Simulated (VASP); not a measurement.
# BAs (I-4m2) in VASP: further runs, part 2 of 2

VASP 6.6.1. The steps go on from the part before.

## Step 3: Single point, PBE (strain +0.080 along x and y, +0.000 along z)

INCAR

```
PREC = Accurate ; ENCUT = 520
EDIFF = 1E-7 ; ISMEAR = 0
SIGMA = 0.05 ; LREAL = False
LASPH = True ; NELM = 100
ALGO = Normal ; ISIF = 2
LWAVE = False ; LCHARG = False
GGA = PE ; NBANDS = 11
```

KPOINTS

```
Automatic mesh
0
Gamma
  10 10 10
```

POSCAR

```
BAs
1.0
    0.0000000000      2.5967640545      2.4044111616
    2.5967640545      0.0000000000      2.4044111616
    2.5967640545      2.5967640545      0.0000000000
B As
1 1
Direct
    0.0000000000      0.0000000000      0.0000000000
    0.7500000000      0.7500000000      0.7500000000
```

Potentials or basis: VASP PAW PBE potentials, release 64 (B, As).

Run with:

```
cat potpaw_PBE.64/B/POTCAR potpaw_PBE.64/As/POTCAR > POTCAR
mpirun -np 1 vasp_std > vasp.out
```

OUTCAR:

```text
PREC = Accurate
   ENCUT = 520
   EDIFF = 1E-7
   ISMEAR = 0
   LREAL = False
   LASPH = True
   NELM = 100
   ISIF = 2
   GGA = PE

 ion  position               nearest neighbor table
   1  0.000  0.000  0.000-   2 2.19   2 2.19   2 2.19   2 2.19
   2  0.750  0.750  0.750-   1 2.19   1 2.19   1 2.19   1 2.19

  LATTYP: Found a body centered tetragonal cell.
 ALAT       =     3.6723789442
 C/A-ratio  =     1.3094570022

  Lattice vectors:

 A1 = (   0.0000000000,  -2.5967640545,  -2.4044111616)
 A2 = (   0.0000000000,   2.5967640545,  -2.4044111616)
 A3 = (   2.5967640545,   0.0000000000,   2.4044111616)

Analysis of symmetry for initial positions (statically):
=====================================================================
 Subroutine PRICEL returns:
 Original cell was already a primitive cell.

 Routine SETGRP: Setting up the symmetry group for a
 body centered tetragonal supercell.

 Subroutine GETGRP returns: Found  8 space group operations
 (whereof  8 operations were pure point group operations)
 out of a pool of 16 trial point group operations.

The static configuration has the point symmetry D_2d.

Analysis of symmetry for dynamics (positions and initial velocities):
=====================================================================
 Subroutine PRICEL returns:
 Original cell was already a primitive cell.

 Routine SETGRP: Setting up the symmetry group for a
 body centered tetragonal supercell.

 Subroutine GETGRP returns: Found  8 space group operations
 (whereof  8 operations were pure point group operations)
 out of a pool of 16 trial point group operations.

The dynamic configuration has the point symmetry D_2d.

 Subroutine INISYM returns: Found  8 space group operations
 (whereof  8 operations are pure point group operations),
 and found     1 'primitive' translations

----------------------------------------------------------------------------------------

                                     Primitive cell

  volume of cell :      32.4268
[... 117 lines left out ...]
   IVDW    =     0    specifies the selected vdW correction
   LEPSILON=     F    determine dielectric tensor
   LRPA    =     F    only Hartree local field effects (RPA)
 non-spin polarized calculation
 Gauss-broadening in eV      SIGMA  =   0.05
  energy-cutoff  :      520.00
  volume of cell :       32.43
 maximum number of plane-waves:       890
 NGX is ok and might be reduce to    28
   NGX = 13   NGY = 13   NGZ = 13

 number of electron       8.0000000 magnetization

 Free energy of the ion-electron system (eV)
  ---------------------------------------------------
  ext. energy  EPLUGINS =         0.00000000
  ---------------------------------------------------
  free energy    TOTEN  =       -11.12094456 eV

  energy without entropy =      -11.12094456  energy(sigma->0) =      -11.12094456

 E-fermi :   4.9323     XC(G=0):  -9.8533

 val. band max:        4.7556923777   @ k =   0.0000   0.0000   0.0000
 cond. band min:       5.1130213240   @ k =   0.4000   0.4000   0.0000
 fundamental gap:      0.3573289463
 Fermi energy:         4.9322836285

 k-point     1 :       0.0000    0.0000    0.0000
  band No.  band energies     occupation
      1      -9.5840      2.00000
      2       4.1455      2.00000
      3       4.1455      2.00000
      4       4.7557      2.00000
      5       6.8974      0.00000
      6       7.1342      0.00000
      7       7.6163      0.00000
      8       7.6163      0.00000
      9      13.1851      0.00000
     10      15.7369      0.00000
     11      17.2225      0.00000
[... 309 lines left out ...]
 k-point    24 :       0.4000    0.3000    0.0000
  band No.  band energies     occupation
      1      -7.2150      2.00000
      2      -1.4135      2.00000
      3       0.8783      2.00000
      4       1.0997      2.00000
      5       5.5510      0.00000
      6       7.3177      0.00000
      7      12.1174      0.00000
      8      12.2808      0.00000
      9      15.3287      0.00000
     10      18.5319      0.00000
     11      18.7729      0.00000

 [... further k-points ...]

------------------------ aborting loop because EDIFF is reached ----------------------------------------

  FORCE on cell =-STRESS in cart. coord.  units (eV):
  Direction    XX          YY          ZZ          XY          YZ          ZX
  --------------------------------------------------------------------------------------
  -------------------------------------------------------------------------------------
  Total       -3.6961621     -3.6961621     -1.2888515      0.0000000      0.0000000      0.0000000
  in kB     -182.6240135   -182.6240135    -63.6809817      0.0000000      0.0000000      0.0000000
  external PRESSURE =    -142.9763363 kB  Pullay stress =       0.0000000 kB

 VOLUME and BASIS-vectors are now :
 -----------------------------------------------------------------------------
  energy-cutoff  :      520.00
  volume of cell :       32.43
      direct lattice vectors                 reciprocal lattice vectors
     0.000000000  2.596764054  2.404411162    -0.192547336  0.192547336  0.207951122
     2.596764054  0.000000000  2.404411162     0.192547336 -0.192547336  0.207951122
     2.596764054  2.596764054  0.000000000     0.192547336  0.192547336 -0.207951122

 POSITION                                       TOTAL-FORCE (eV/Angst)
 -----------------------------------------------------------------------------------
      0.00000      0.00000      0.00000        -0.000000     -0.000000     -0.000000
      3.89515      3.89515      3.60662         0.000000      0.000000      0.000000
 -----------------------------------------------------------------------------------
    total drift:                               -0.000000     -0.000000      0.000000

  FREE ENERGIE OF THE ION-ELECTRON SYSTEM (eV)
  ---------------------------------------------------
  free  energy   TOTEN  =       -11.1209445582 eV

  energy  without entropy=      -11.1209445580  energy(sigma->0) =      -11.12094456
```

OSZICAR:

```text
N       E                     dE             d eps       ncg     rms          rms(c)
DAV:   1     0.125143031595E+02    0.12514E+02   -0.36640E+03  2244   0.633E+02
DAV:   2    -0.106624827174E+02   -0.23177E+02   -0.22111E+02  3113   0.974E+01
DAV:   3    -0.114695595669E+02   -0.80708E+00   -0.80529E+00  2761   0.173E+01
DAV:   4    -0.114723907734E+02   -0.28312E-02   -0.28311E-02  2475   0.117E+00
DAV:   5    -0.114723965864E+02   -0.58130E-05   -0.58128E-05  2687   0.556E-02    0.381E+00
DAV:   6    -0.111509800392E+02    0.32142E+00   -0.10977E+00  2340   0.381E+00    0.189E+00
DAV:   7    -0.111247624381E+02    0.26218E-01   -0.87373E-02  2636   0.154E+00    0.856E-01
DAV:   8    -0.111204907566E+02    0.42717E-02   -0.15497E-02  2439   0.694E-01    0.818E-02
DAV:   9    -0.111207792881E+02   -0.28853E-03   -0.85774E-04  2541   0.149E-01    0.436E-02
DAV:  10    -0.111209371564E+02   -0.15787E-03   -0.19230E-04  2397   0.829E-02    0.104E-02
DAV:  11    -0.111209437678E+02   -0.66114E-05   -0.72203E-06  2794   0.171E-02    0.683E-03
DAV:  12    -0.111209445483E+02   -0.78055E-06   -0.27382E-06  2352   0.916E-03    0.228E-03
DAV:  13    -0.111209445582E+02   -0.98429E-08   -0.50308E-08  1972   0.153E-03
   1 F= -.11120945E+02 E0= -.11120945E+02  d E =-.227246E-09
```

stdout:

```text
POSCAR found type information on POSCAR B As
 POSCAR found :  2 types and       2 ions
 scaLAPACK will be used
 LDA part: xc-table for (Slater+PW92), standard interpolation
 POSCAR, INCAR and KPOINTS ok, starting setup
 FFT: planning ... GRIDC
 FFT: planning ... GRID_SOFT
 FFT: planning ... GRID
 WAVECAR not read
 entering main loop
```

Run time: 22 s. Hardware: 1 thread of Intel Xeon Platinum 8488C (Sapphire Rapids), shared host; peak memory 0.18 GiB.

What came out:

* Free energy: -11.1209 eV
* Pressure: -14.3 GPa
* Band gap on the k mesh: 0.36 eV, indirect (least direct gap 2.14 eV)

Caveat: the cell differs from its parent crystal (strain +0.080 along x and y, +0.000 along z). A k mesh can miss the band edges.

## Step 4: Single point, PBE (strain +0.080 along x and y, +0.040 along z)

INCAR

```
PREC = Accurate
ENCUT = 520
EDIFF = 1E-7
ISMEAR = 0
SIGMA = 0.05
LREAL = False
LASPH = True
NELM = 60
ALGO = Normal
ISIF = 2
LWAVE = False
LCHARG = False
GGA = PE
NBANDS = 11
```

KPOINTS is that of step 3.

POSCAR

```
BAs
1.0
    0.0000000000      2.5967640545      2.5005876081
    2.5967640545      0.0000000000      2.5005876081
    2.5967640545      2.5967640545      0.0000000000
B As
1 1
Direct
    0.0000000000      0.0000000000      0.0000000000
    0.7500000000      0.7500000000      0.7500000000
```

Run with:

```
cat potpaw_PBE.64/B/POTCAR potpaw_PBE.64/As/POTCAR > POTCAR
mpirun -np 1 vasp_std > vasp.out
```

Run time: 25 s. Hardware: 1 thread of Intel Xeon Platinum 8488C (Sapphire Rapids), shared host; peak memory 0.18 GiB.

It converged, with:

- Free energy: -11.0436 eV
- Pressure: -16.6 GPa
- Band gap on the k mesh: 0.89 eV, indirect (least direct gap 1.96 eV)

Stress tensor (GPa, compression positive):
```
-18.58   0.00   0.00
  0.00 -18.58   0.00
  0.00   0.00 -12.68
```

Levels at points of the mesh, in eV from the valence-band top:
| k point | band 2 | band 3 | band 4 | band 5 | band 6 | band 7 |
| --- | --- | --- | --- | --- | --- | --- |
| (0.00, 0.00, 0.00) | -0.30 | -0.30 | 0.00 | 1.96 | 2.68 | 2.92 |
| (0.50, 0.00, 0.00) | -7.59 | -1.85 | -1.50 | 1.33 | 4.20 | 4.43 |
| (0.50, 0.50, 0.00) | -7.48 | -3.65 | -3.65 | 1.16 | 1.18 | 9.28 |
| (0.50, 0.00, 0.50) | -7.72 | -3.38 | -3.33 | 1.52 | 1.56 | 9.02 |

Caveat: the cell differs from its parent crystal (strain +0.080 along x and y, +0.040 along z). A k mesh can miss the band edges.

## Step 5: Single point, PBE (strain -0.080 along x and y, +0.000 along z)

INCAR

```
SYSTEM = BAs
ALGO = Normal ; EDIFF = 1E-6
ENCUT = 520 ; GGA = PE
ISIF = 2 ; ISMEAR = 0
LASPH = .TRUE. ; LCHARG = .TRUE.
LELF = .TRUE. ; LREAL = .FALSE.
LVHAR = .TRUE. ; LWAVE = .FALSE.
NBANDS = 11 ; NELM = 80
PREC = Accurate ; SIGMA = 0.05
```

KPOINTS

```
k-points
0
G
  10 10 10
  0 0 0
```

POSCAR

```
BAs
1.0
    0.0000000000      2.2120582687      2.4044111616
    2.2120582687      0.0000000000      2.4044111616
    2.2120582687      2.2120582687      0.0000000000
B As
1 1
Direct
    0.0000000000      0.0000000000      0.0000000000
    0.7500000000      0.7500000000      0.7500000000
```

Potentials or basis: VASP PAW PBE potentials, release 64 (B, As).

Run with:

```
cat potpaw_PBE.64/B/POTCAR potpaw_PBE.64/As/POTCAR > POTCAR
mpirun -np 1 vasp_std > vasp.out
```

OUTCAR:

```text
SYSTEM = BAs
   EDIFF = 1E-6
   ENCUT = 520
   GGA = PE
   ISIF = 2
   ISMEAR = 0
   LASPH = .TRUE.
   LREAL = .FALSE.
   NELM = 80
   PREC = Accurate

 ion  position               nearest neighbor table
   1  0.000  0.000  0.000-   2 1.97   2 1.97   2 1.97   2 1.97
   2  0.750  0.750  0.750-   1 1.97   1 1.97   1 1.97   1 1.97

  LATTYP: Found a body centered tetragonal cell.
 ALAT       =     3.1283228044
 C/A-ratio  =     1.5371886547

  Lattice vectors:

 A1 = (  -2.2120582687,   0.0000000000,   2.4044111616)
 A2 = (   2.2120582687,   0.0000000000,   2.4044111616)
 A3 = (   0.0000000000,   2.2120582687,  -2.4044111616)

Analysis of symmetry for initial positions (statically):
=====================================================================
 Subroutine PRICEL returns:
 Original cell was already a primitive cell.

 Routine SETGRP: Setting up the symmetry group for a
 body centered tetragonal supercell.

 Subroutine GETGRP returns: Found  8 space group operations
 (whereof  8 operations were pure point group operations)
 out of a pool of 16 trial point group operations.

The static configuration has the point symmetry D_2d.

Analysis of symmetry for dynamics (positions and initial velocities):
[... 163 lines left out ...]
 fundamental gap:      0.3258766618
 Fermi energy:         8.3391060029

 k-point     1 :       0.0000    0.0000    0.0000
  band No.  band energies     occupation
      1      -8.9736      2.00000
      2       7.2078      2.00000
      3       8.1787      1.99999
      4       8.1787      1.99999
      5      11.2104      0.00000
      6      11.2104      0.00000
      7      11.7360      0.00000
      8      14.3668      0.00000
      9      18.2647      0.00000
     10      19.8928      0.00000
     11      20.9777      0.00000
[... 309 lines left out ...]
 k-point    24 :       0.4000    0.3000    0.0000
  band No.  band energies     occupation
      1      -6.2141      2.00000
      2       0.4418      2.00000
      3       3.5619      2.00000
      4       4.3968      2.00000
      5      10.2430      0.00000
      6      11.8812      0.00000
      7      17.6330      0.00000
      8      18.0154      0.00000
      9      20.5693      0.00000
     10      25.1860      0.00000
     11      25.2051      0.00000

 [... further k-points ...]
[... 5 lines left out ...]
  --------------------------------------------------------------------------------------
  -------------------------------------------------------------------------------------
  Total        5.7610176      5.7610176      2.5482686      0.0000000      0.0000000      0.0000000
  in kB      392.2635279    392.2635279    173.5097692      0.0000000      0.0000000      0.0000000
  external PRESSURE =     319.3456083 kB  Pullay stress =       0.0000000 kB

 VOLUME and BASIS-vectors are now :
 -----------------------------------------------------------------------------
  energy-cutoff  :      520.00
  volume of cell :       23.53
      direct lattice vectors                 reciprocal lattice vectors
     0.000000000  2.212058269  2.404411162    -0.226033829  0.226033829  0.207951122
     2.212058269  0.000000000  2.404411162     0.226033829 -0.226033829  0.207951122
     2.212058269  2.212058269  0.000000000     0.226033829  0.226033829 -0.207951122

 POSITION                                       TOTAL-FORCE (eV/Angst)
 -----------------------------------------------------------------------------------
      0.00000      0.00000      0.00000        -0.000000     -0.000000     -0.000000
      3.31809      3.31809      3.60662         0.000000      0.000000      0.000000
 -----------------------------------------------------------------------------------
    total drift:                                0.000000      0.000000     -0.000000

  FREE ENERGIE OF THE ION-ELECTRON SYSTEM (eV)
  ---------------------------------------------------
  free  energy   TOTEN  =       -10.9450012041 eV

  energy  without entropy=      -10.9450012002  energy(sigma->0) =      -10.94500120
```

Run time: 12 s. Hardware: 1 thread of AMD EPYC 9R45 (Zen 5), shared host; peak memory 0.13 GiB.

Results:

```yaml
Free_energy: -10.9450 eV
Pressure: 31.9 GPa
Band_gap_on_the_k_mesh: 0.33 eV, indirect (least direct gap 3.03 eV)
```

Stress tensor (GPa, compression positive):
```
39.23  0.00  0.00
 0.00 39.23  0.00
 0.00  0.00 17.35
```

Levels at points of the mesh, in eV from the valence-band top:
```
           k point  band 1  band 2  band 3  band 4  band 5  band 6  band 7  band 8  band 9
(0.00, 0.00, 0.00)  -17.15   -0.97    0.00    0.00    3.03    3.03    3.56    6.19   10.09
(0.50, 0.00, 0.00)  -13.69  -10.26   -3.00   -1.79    2.59    4.92    5.08    8.88   13.27
(0.50, 0.50, 0.00)  -12.72  -10.22   -4.42   -4.42    1.60    1.83   12.46   12.46   13.19
(0.50, 0.00, 0.50)  -11.85   -9.45   -5.40   -5.23    0.59    0.59   11.40   12.96   13.88
```

Caveat: the cell differs from its parent crystal (strain -0.080 along x and y, +0.000 along z). A k mesh can miss the band edges.

## Step 6: Overview

```tsv
cell	gap on the mesh (eV)	pressure (GPa)
a = 3.474, b = 3.474, c = 3.672 Å, angles 58.1, 58.1, 63.8°, 2 atoms	none	-11.4
a = 3.539, b = 3.539, c = 3.672 Å, angles 58.7, 58.7, 62.5°, 2 atoms	0.36	-14.3
a = 3.605, b = 3.605, c = 3.672 Å, angles 59.4, 59.4, 61.2°, 2 atoms	0.89	-16.6
a = 3.267, b = 3.267, c = 3.128 Å, angles 61.4, 61.4, 57.2°, 2 atoms	0.33	31.9
```

Alike in all rows: task single point; level PBE; potentials or basis VASP PAW PBE potentials, release 64 (B, As); no spin polarisation; k mesh 10 × 10 × 10; cutoff (eV) 520; smearing gaussian 0.05 eV.

Total energies depend on the potentials used, so only differences within one code and one set of settings carry meaning.
